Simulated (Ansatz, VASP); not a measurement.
ZrO2 in VASP and in Ansatz

```xyz
3
Lattice="0.0000 2.4763 2.4763 2.4763 0.0000 2.4763 2.4763 2.4763 0.0000" Properties=species:S:1:pos:R:3 pbc="T T T"
Zr    0.0000    0.0000    0.0000
O     1.2381    1.2381    1.2381
O     3.7144    3.7144    3.7144
```

Change from the starting cell: hydrostatic strain -2.7%.

Alike in both runs: task single point; functional r2SCAN; k mesh 8 × 8 × 8; no spin polarisation.

```csv
,VASP,Ansatz
version,VASP 6.6.1,Ansatz 0.2.0
potentials or method,"VASP PAW PBE potentials, release 64 (Zr_sv, O)","plane waves, PAW"
plane-wave cutoff (eV),660,500
occupations,"gaussian, width 0.01 eV",fixed
valence electrons in the cell,24,24
```

```tsv
	VASP	Ansatz	Ansatz less VASP
gap on the k mesh at the Fermi level (eV)	4.12	4.13	+0.016
pressure (GPa)	25.0	24.9	-0.15
```

VASP's potentials were made for PBE, not for r2SCAN.
